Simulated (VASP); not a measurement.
# BiN in VASP: notebook, part 2 of 3

VASP 6.6.1. Earlier steps stand in the parts before.

### 3 Single point, PBEsol (20.33 Å³/atom)

This run uses another cell than the first one, of 20.33 Å³/atom.

Input file INCAR:

```
PREC = Accurate
ENCUT = 520
EDIFF = 1E-6
ISMEAR = 0
SIGMA = 0.05
LREAL = False
LASPH = True
NELM = 100
ALGO = Fast
ISIF = 2
LWAVE = False
LCHARG = True
GGA = PS
LELF = True
LVHAR = True
NBANDS = 28
```

Input file KPOINTS:

```
regular mesh
0
Gamma
  8 8 6
```

Input file POSCAR:

```
BiN
1.0
    4.0171245072      0.0000000000      0.0000000000
    0.0000000000      4.0171245072      0.0000000000
    0.0000000000      0.0000000000      5.0404165838
Bi N
2 2
Direct
    0.5000000000      0.0000000000      0.2179041345
    0.0000000000      0.5000000000      0.7820958655
    0.0000000000      0.0000000000      0.0000000000
    0.5000000000      0.5000000000      0.0000000000
```

Potentials or basis: VASP PAW PBE potentials, release 64 (Bi_d, N).

The run is started by

```console
$ cat potpaw_PBE.64/Bi_d/POTCAR potpaw_PBE.64/N/POTCAR > POTCAR
$ mpirun -np 1 vasp_std > vasp.out
```

OUTCAR:

```text
PREC = Accurate
   ENCUT = 520
   EDIFF = 1E-6
   ISMEAR = 0
   LREAL = False
   LASPH = True
   NELM = 100
   ISIF = 2
   GGA = PS

 ion  position               nearest neighbor table
   1  0.500  0.000  0.218-   3 2.29   4 2.29   4 2.29   3 2.29   2 3.59   2 3.59   2 3.59   2 3.59

   2  0.000  0.500  0.782-   3 2.29   4 2.29   3 2.29   4 2.29   1 3.59   1 3.59   1 3.59   1 3.59

   3  0.000  0.000  0.000-   1 2.29   2 2.29   2 2.29   1 2.29
   4  0.500  0.500  0.000-   1 2.29   2 2.29   1 2.29   2 2.29

  LATTYP: Found a simple tetragonal cell.
 ALAT       =     4.0171245072
 C/A-ratio  =     1.2547324771

  Lattice vectors:

 A1 = (   4.0171245072,   0.0000000000,   0.0000000000)
 A2 = (   0.0000000000,   4.0171245072,   0.0000000000)
 A3 = (   0.0000000000,   0.0000000000,   5.0404165838)

Analysis of symmetry for initial positions (statically):
=====================================================================
 Subroutine PRICEL returns:
 Original cell was already a primitive cell.

 Routine SETGRP: Setting up the symmetry group for a
 simple tetragonal supercell.

 Subroutine GETGRP returns: Found 16 space group operations
 (whereof  8 operations were pure point group operations)
 out of a pool of 16 trial point group operations.

The static configuration has the point symmetry D_2d.
 The point group associated with its full space group is D_4h.

Analysis of symmetry for dynamics (positions and initial velocities):
=====================================================================
 Subroutine PRICEL returns:
 Original cell was already a primitive cell.

 Routine SETGRP: Setting up the symmetry group for a
 simple tetragonal supercell.

 Subroutine GETGRP returns: Found 16 space group operations
 (whereof  8 operations were pure point group operations)
 out of a pool of 16 trial point group operations.

The dynamic configuration has the point symmetry D_2d.
 The point group associated with its full space group is D_4h.

 Subroutine INISYM returns: Found 16 space group operations
 (whereof  8 operations are pure point group operations),
 and found     1 'primitive' translations

----------------------------------------------------------------------------------------

                                     Primitive cell

  volume of cell :      81.3387

  direct lattice vectors                    reciprocal lattice vectors
     4.017124507  0.000000000  0.000000000     0.248934281  0.000000000  0.000000000
     0.000000000  4.017124507  0.000000000     0.000000000  0.248934281  0.000000000
     0.000000000  0.000000000  5.040416584     0.000000000  0.000000000  0.198396300

  length of vectors
     4.017124507  4.017124507  5.040416584     0.248934281  0.248934281  0.198396300

  position of ions in fractional coordinates (direct lattice)
     0.500000000  0.000000000  0.217904135
     0.000000000  0.500000000  0.782095865
     0.000000000  0.000000000  0.000000000
     0.500000000  0.500000000  0.000000000

  ion indices of the primitive-cell ions
   primitive index   ion index
                 1           1
                 2           2
                 3           3
                 4           4

----------------------------------------------------------------------------------------
[... 27 lines left out ...]
  0.000000  0.000000  0.000000      1.000000
  0.125000  0.000000  0.000000      4.000000
  0.250000  0.000000  0.000000      4.000000
  0.375000  0.000000  0.000000      4.000000
  0.500000  0.000000  0.000000      2.000000
  0.125000  0.125000  0.000000      4.000000
[... 16 lines left out ...]
  0.375000  0.125000  0.166667     16.000000
  0.500000  0.125000  0.166667      8.000000
 [... further k-points ...]
   k-points           NKPTS =     60   k-points in BZ     NKDIM =     60   number of bands    NBANDS=     28
   number of dos      NEDOS =    301   number of ions     NIONS =      4
   total plane-waves  NPLWV =  36000
   dimension x,y,z NGX =    30 NGY =   30 NGZ =   40
   dimension x,y,z NGXF=    60 NGYF=   60 NGZF=   80
   ions per type =               2   2
   NGX,Y,Z   is equivalent  to a cutoff of  12.42, 12.42, 13.19 a.u.
   NGXF,Y,Z  is equivalent  to a cutoff of  24.83, 24.83, 26.39 a.u.
 SYSTEM =  unknown system
   PREC   = accura    normal or accurate (medium, high low for compatibility)
   ISTART =      0    job   : 0-new  1-cont  2-samecut
   ICHARG =      2    charge: 1-file 2-atom 10-const
   ISPIN  =      1    spin polarized calculation?
   LNONCOLLINEAR =      F non collinear calculations
   LSORBIT =      F    spin-orbit coupling
   LASPH  =      T    aspherical Exc in radial PAW
   ENCUT  =  520.0 eV  38.22 Ry    6.18 a.u.   7.47  7.47  9.37*2*pi/ulx,y,z
   NELM   =    100;   NELMIN=  2; NELMDL= -5     # of ELM steps
   EDIFF  = 0.1E-05   stopping-criterion for ELM
   LREAL  =      F    real-space projection
   EDIFFG = 0.1E-04   stopping-criterion for IOM
   NSW    =      0    number of steps for IOM
   IBRION =     -1    ionic relax: 0-MD 1-quasi-New 2-CG
   NFREE  =      0    steps in history (QN), initial steepest desc. (CG)
   ISIF   =      2    stress and relaxation
   ISYM   =      2    0-nonsym 1-usesym 2-fastsym
   POTIM  = 0.5000    time-step for ionic-motion
   TEBEG  =    0.0;   TEEND  =   0.0 temperature during run
   PSTRESS=    0.0 pullay stress
   NELECT =      40.0000    total number of electrons
   NUPDOWN=      -1.0000    fix difference up-down
   EMIN   =  10.00;   EMAX   =-10.00  energy-range for DOS
   EFERMI =   0.00;   METHOD = LEGACY
   ISMEAR =     0;   SIGMA  =   0.05  broadening in eV -4-tet -1-fermi 0-gaus
   EFERMI_NEDOS =   21; number of points for ismear=-14 and -15
   IALGO  =     68    algorithm
   IMIX   =      4    mixing-type and parameters
     AMIX     =   0.40;   BMIX     =  1.00
     AMIX_MAG =   1.60;   BMIX_MAG =  1.00
  volume/ion in A,a.u.               =      20.33       137.23
  Fermi-wavevector in a.u.,A,eV,Ry     =   1.292198  2.441901 22.718687  1.669776
  Thomas-Fermi vector in A             =   2.423921
   LORBIT       =      0    0 simple, 1 ext, 2 COOP (PROOUT), +10 PAW based schemes
   GGA     = PS    functional components
   LHFCALC =     F    Hartree Fock is set to
   AEXX    =    0.0000 exact exchange contribution
   IVDW    =     0    specifies the selected vdW correction
   LEPSILON=     F    determine dielectric tensor
   LRPA    =     F    only Hartree local field effects (RPA)
 non-spin polarized calculation
 RMM-DIIS sequential band-by-band and
 Gauss-broadening in eV      SIGMA  =   0.05
  energy-cutoff  :      520.00
  volume of cell :       81.34
 maximum number of plane-waves:      2218
 NGX is ok and might be reduce to    30
   NGX = 15   NGY = 15   NGZ = 19

 number of electron      40.0000016 magnetization

 Free energy of the ion-electron system (eV)
  ---------------------------------------------------
  ext. energy  EPLUGINS =         0.00000000
  ---------------------------------------------------
  free energy    TOTEN  =       -23.61172409 eV

  energy without entropy =      -23.61047615  energy(sigma->0) =      -23.61110012

 E-fermi :   6.2676     XC(G=0): -10.1602

 val. band max:        6.2668993767   @ k =   0.5000   0.5000   0.0000
 cond. band min:       6.3357281393   @ k =   0.1250   0.0000   0.3333
 fundamental gap:      0.0688287625
 Fermi energy:         6.2675981011

 k-point     1 :       0.0000    0.0000    0.0000
  band No.  band energies     occupation
      1     -16.4231      2.00000
      2     -16.3117      2.00000
      3     -16.3117      2.00000
      4     -16.2737      2.00000
      5     -16.2415      2.00000
      6     -16.2361      2.00000
[... 733 lines left out ...]
     27      14.0949      0.00000
     28      14.0949      0.00000

 [... further k-points ...]

------------------------ aborting loop because EDIFF is reached ----------------------------------------

  FORCE on cell =-STRESS in cart. coord.  units (eV):
  Direction    XX          YY          ZZ          XY          YZ          ZX
  --------------------------------------------------------------------------------------
  -------------------------------------------------------------------------------------
  Total       -0.3576804     -0.3576804     -0.3389100      0.0000000      0.0000000      0.0000000
  in kB       -7.0454488     -7.0454488     -6.6757174      0.0000000      0.0000000      0.0000000
  external PRESSURE =      -6.9222050 kB  Pullay stress =       0.0000000 kB

 VOLUME and BASIS-vectors are now :
 -----------------------------------------------------------------------------
  energy-cutoff  :      520.00
  volume of cell :       81.34
      direct lattice vectors                 reciprocal lattice vectors
     4.017124507  0.000000000  0.000000000     0.248934281  0.000000000  0.000000000
     0.000000000  4.017124507  0.000000000     0.000000000  0.248934281  0.000000000
     0.000000000  0.000000000  5.040416584     0.000000000  0.000000000  0.198396300

 POSITION                                       TOTAL-FORCE (eV/Angst)
 -----------------------------------------------------------------------------------
      2.00856      0.00000      1.09833         0.000000     -0.000000      0.039473
      0.00000      2.00856      3.94209         0.000000     -0.000000     -0.039473
      0.00000      0.00000      0.00000         0.000000     -0.000000      0.000000
      2.00856      2.00856      0.00000         0.000000      0.000000      0.000000
 -----------------------------------------------------------------------------------
    total drift:                                0.000000      0.000000     -0.000000

  FREE ENERGIE OF THE ION-ELECTRON SYSTEM (eV)
  ---------------------------------------------------
  free  energy   TOTEN  =       -23.6117240887 eV

  energy  without entropy=      -23.6104761527  energy(sigma->0) =      -23.61110012
```

stdout:

```text
POSCAR found type information on POSCAR BiN
 POSCAR found :  2 types and       4 ions
 scaLAPACK will be used
 -----------------------------------------------------------------------------
|                                                                             |
|                                                                             |
|     You enforced a specific xc type in the INCAR file but a different       |
|     I HOPE YOU KNOW WHAT YOU ARE DOING!                                     |
|                                                                             |
 -----------------------------------------------------------------------------

 LDA part: xc-table for (Slater+PW92), standard interpolation
 POSCAR, INCAR and KPOINTS ok, starting setup
 FFT: planning ... GRIDC
 FFT: planning ... GRID_SOFT
 FFT: planning ... GRID
 WAVECAR not read
 entering main loop
```

It took 60 s on 1 thread of Oxide Virtual Turin-like, shared host; peak memory 0.22 GiB.

What came out:

| Item | Value |
| --- | --- |
| Free energy | -23.6117 eV |
| Pressure | -0.7 GPa |
| Largest force | 0.039 eV/Å |
| Band gap on the k mesh | zero (bands 20 and 21 overlap by 0.29 eV) |

Forces in eV/Å, atoms in the order of the input:
```
Bi   0.000  0.000  0.039
Bi   0.000  0.000 -0.039
N    0.000  0.000  0.000
N    0.000  0.000  0.000
```

Levels at points of the mesh, in eV from the Fermi level:
```tsv
k point	band 18	band 19	band 20	band 21	band 22	band 23
(0.00, 0.00, 0.00)	-1.35	-1.01	-0.56	1.07	2.59	4.38
(0.50, 0.00, 0.00)	-3.26	-2.19	-2.19	2.56	2.56	5.41
(0.50, 0.50, 0.00)	-2.79	0.00	0.00	0.68	0.68	3.70
(0.00, 0.00, 0.50)	-1.46	-1.14	-1.12	-0.22	2.56	2.56
(0.50, 0.00, 0.50)	-3.43	-1.06	-1.06	3.12	3.12	4.81
(0.50, 0.50, 0.50)	-3.48	0.00	0.00	3.46	3.46	3.92
```

Caveat: the PAW data sets were made with another functional, which shifts forces and pressure a little; spin-orbit coupling is left out, which moves the levels of the heavy elements.

### 4 Single point, PBEsol

This run uses another cell than the first one, of 19.16 Å³/atom.

Input file INCAR:

```
PREC     = Accurate       # precision mode
ENCUT    = 520            # plane-wave cutoff, eV
EDIFF    = 1E-7           # SCF threshold, eV
ISMEAR   = 0              # smearing method
SIGMA    = 0.05           # smearing width, eV
LREAL    = F              # projectors in reciprocal space
LASPH    = T              # aspherical terms in the spheres
NELM     = 60             # most SCF steps
ALGO     = Fast           # electronic algorithm
ISIF     = 2              # what is computed and relaxed
LWAVE    = F              # write WAVECAR
LCHARG   = F              # write CHGCAR
GGA      = PS             # functional
NBANDS   = 28             # bands
```

Input file KPOINTS:

```
Automatic mesh
0
Gamma
  8 8 6
```

Input file POSCAR:

```
BiN
1.0
    3.9297464203      0.0000000000      0.0000000000
    0.0000000000      4.0099453268      0.0000000000
    0.0000000000      0.0000000000      4.8639239388
Bi N
2 2
Direct
    0.5000000000      0.0000000000      0.2254688995
    0.0000000000      0.5000000000      0.7745311005
    0.0000000000      0.0000000000      0.0000000000
    0.5000000000      0.5000000000      0.0000000000
```

The run is started by

```console
$ cat potpaw_PBE.64/Bi_d/POTCAR potpaw_PBE.64/N/POTCAR > POTCAR
$ mpirun -np 1 vasp_std > vasp.out
```

Wall time 1.8 min (1 thread of Oxide Virtual Turin-like, shared host); peak memory 0.27 GiB.

It converged, with:

| Property | Result |
| --- | --- |
| Free energy | -23.5973 eV |
| Pressure | 2.5 GPa |
| Largest force | 0.288 eV/Å |
| Band gap on the k mesh | zero (bands 20 and 21 overlap by 0.28 eV) |

Forces in eV/Å, atoms in the order of the input:
```
Bi   0.000  0.000  0.288
Bi   0.000  0.000 -0.288
N    0.000  0.000 -0.258
N    0.000  0.000  0.258
```

Stress tensor (GPa, compression positive):
```
4.22 0.00 0.00
0.00 1.97 0.00
0.00 0.00 1.39
```

Levels at points of the mesh, in eV from the Fermi level:
| k point | band 17 | band 18 | band 19 | band 20 | band 21 | band 22 | band 23 | band 24 |
| --- | --- | --- | --- | --- | --- | --- | --- | --- |
| (0.00, 0.00, 0.00) | -1.46 | -1.29 | -1.08 | -0.61 | 1.36 | 2.92 | 4.41 | 4.76 |
| (0.50, 0.00, 0.00) | -3.37 | -3.37 | -2.37 | -2.37 | 2.72 | 2.72 | 5.38 | 5.38 |
| (0.00, 0.50, 0.00) | -3.38 | -3.38 | -2.31 | -2.31 | 2.65 | 2.65 | 5.63 | 5.63 |
| (0.50, 0.50, 0.00) | -2.82 | -2.82 | -0.02 | -0.02 | 0.50 | 0.50 | 3.69 | 3.69 |
| (0.00, 0.00, 0.50) | -1.59 | -1.43 | -1.24 | -1.16 | -0.19 | 2.22 | 2.58 | 3.09 |
| (0.50, 0.00, 0.50) | -3.52 | -3.52 | -1.13 | -1.13 | 3.36 | 3.36 | 4.65 | 4.65 |
| (0.00, 0.50, 0.50) | -3.53 | -3.53 | -1.00 | -1.00 | 3.23 | 3.23 | 4.90 | 4.90 |
| (0.50, 0.50, 0.50) | -3.68 | -3.68 | -0.02 | -0.02 | 3.45 | 3.45 | 4.30 | 4.30 |

Caveat: the PAW data sets were made with another functional, which shifts forces and pressure a little; spin-orbit coupling is left out, which moves the levels of the heavy elements.

### 5 Relaxation of shape and atoms at fixed volume, PBEsol (18.77 Å³/atom)

This run uses another cell than the first one, of 18.77 Å³/atom.

Input file INCAR:

```
SYSTEM = BiN
PREC = Accurate
ENCUT = 600
EDIFF = 1E-6
ISMEAR = 0
SIGMA = 0.05
LREAL = .False.
LASPH = .True.
NELM = 100
ALGO = Fast
ISIF = 4
LWAVE = .False.
LCHARG = .False.
GGA = PS
IBRION = 2
NSW = 60
EDIFFG = -0.01
```

Input file KPOINTS:

```
regular mesh
0
Gamma
  8 8 6
  0 0 0
```

Input file POSCAR:

```
BiN
1.0
    3.9794229475      0.0000000000      0.0000000000
    0.0000000000      3.9794229475      0.0000000000
    0.0000000000      0.0000000000      4.7412702499
Bi N
2 2
Direct
    0.5000000000      0.0000000000      0.2293938243
    0.0000000000      0.5000000000      0.7706061757
    0.0000000000      0.0000000000      0.0000000000
    0.5000000000      0.5000000000      0.0000000000
```

The run is started by

```console
$ cat potpaw_PBE.64/Bi_d/POTCAR potpaw_PBE.64/N/POTCAR > POTCAR
$ mpirun -np 1 vasp_std > vasp.out
```

Wall time 4.2 min (1 thread of Oxide Virtual Turin-like, shared host); peak memory 0.24 GiB.

The run converged. Its results:

```
Free energy               : -23.6135 eV
Energy gained by relaxing : 2.6 meV/atom
Ionic steps               : 8
Pressure after relaxing   : 1.0 GPa
Band gap on the k mesh    : zero (bands 20 and 21 overlap by 0.18 eV)
```

Step by step:
```csv
step,energy change (eV),largest force (eV/Å),pressure (GPa),volume (Å³)
1,0.0000,0.3199,2.82,75.08
2,-0.0075,0.0524,1.77,75.08
3,-0.0083,0.0452,1.36,75.08
4,-0.0098,0.0099,1.21,75.08
5,-0.0102,0.0178,1.03,75.08
6,-0.0102,0.0130,1.03,75.08
7,-0.0102,0.0119,1.04,75.08
8,-0.0102,0.0016,1.00,75.08
```

Final structure:
```
Bi N
1.0
     4.00743    0.00000    0.00000
     0.00000    4.00743    0.00000
     0.00000    0.00000    4.67522
Bi N
2 2
Direct
  0.50000 0.00000 0.23397
  0.00000 0.50000 0.76603
  0.00000 0.00000 0.00000
  0.50000 0.50000 0.00000
```

Levels at points of the mesh, in eV from the Fermi level:
```csv
k point,band 17,band 18,band 19,band 20,band 21,band 22,band 23,band 24
"(0.00, 0.00, 0.00)",-1.36,-1.36,-1.00,-0.72,1.38,3.23,4.77,4.77
"(0.50, 0.00, 0.00)",-3.22,-3.22,-2.25,-2.25,2.72,2.72,5.43,5.43
"(0.50, 0.50, 0.00)",-2.65,-2.65,-0.01,-0.01,0.37,0.37,3.78,3.78
"(0.00, 0.00, 0.50)",-1.53,-1.53,-1.23,-1.08,-0.09,2.19,2.19,2.80
"(0.50, 0.00, 0.50)",-3.45,-3.45,-0.94,-0.94,3.45,3.45,4.54,4.54
"(0.50, 0.50, 0.50)",-3.76,-3.76,-0.02,-0.02,3.55,3.55,4.59,4.59
```

Caveat: the PAW data sets were made with another functional, which shifts forces and pressure a little; spin-orbit coupling is left out, which moves the levels of the heavy elements.

[end of part 2 of 3]

The gap in the log of VASP goes by the Fermi energy; the results here count the filled bands.